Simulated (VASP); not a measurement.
A run of VASP 6.6.1 is set up as follows.

INCAR

```
SYSTEM = Ba16O
PREC     = Accurate       ! precision mode
ENCUT    = 520            ! plane-wave cutoff, eV
EDIFF    = 1E-6           ! SCF threshold, eV
ISMEAR   = 0              ! smearing method
SIGMA    = 0.1            ! smearing width, eV
LREAL    = Auto         
LASPH    = .True.         ! aspherical terms in the spheres
NELM     = 100            ! most SCF steps
ALGO     = Normal         ! electronic algorithm
ISIF     = 2              ! what is computed and relaxed
LWAVE    = .False.        ! write WAVECAR
LCHARG   = .False.        ! write CHGCAR
GGA      = PE             ! functional
NBANDS   = 97             ! bands
```

The input KPOINTS:

```
regular mesh
0
Gamma
  2 2 2
  0 0 0
```

The input POSCAR:

```
Ba16O
1.0
   10.0400000000      0.0000000000      0.0000000000
    0.0000000000     10.0400000000      0.0000000000
    0.0000000000      0.0000000000     10.0400000000
Ba O
16 1
Direct
   -0.0001850598     -0.0030291833     -0.0079710159
    0.4997844622     -0.0060352590      0.0005763944
   -0.0001823705      0.5045595618     -0.0026856574
   -0.0002222112      0.0053654382      0.5022373506
    0.2450032869      0.2500536853      0.2374707171
    0.4997836653      0.5139932271      0.0121258964
    0.4998110558      0.0224959163      0.5115412351
    0.7545986056      0.2500555777      0.2374374502
   -0.0002207171      0.4963886454      0.4971023904
    0.2441385458      0.7536614542      0.2542391434
    0.2769126494      0.2518531873      0.7482787849
    0.4998115538      0.4733128486      0.5063035857
    0.7554630478      0.7536587649      0.2542039841
    0.7226598606      0.2518576693      0.7483122510
    0.2488335657      0.7453697211      0.7464134462
    0.7507690239      0.7453681275      0.7464421315
    0.4997913347      0.2255237052      0.6541302789
```

Potentials or basis: VASP PAW PBE potentials, release 64 (Ba_sv, O).

Run with:

```sh
$ cat potpaw_PBE.64/Ba_sv/POTCAR potpaw_PBE.64/O/POTCAR > POTCAR
$ mpirun -np 1 vasp_std > vasp.out
```

**Question.** Estimate the pressure.

**Answer.** 0.3 GPa.

**Question.** What does it give for the largest force?

**Answer.** 0.427 eV/Å.

Stress tensor (GPa, compression positive):
```
0.34 0.00 0.00
0.00 0.21 0.08
0.00 0.08 0.34
```
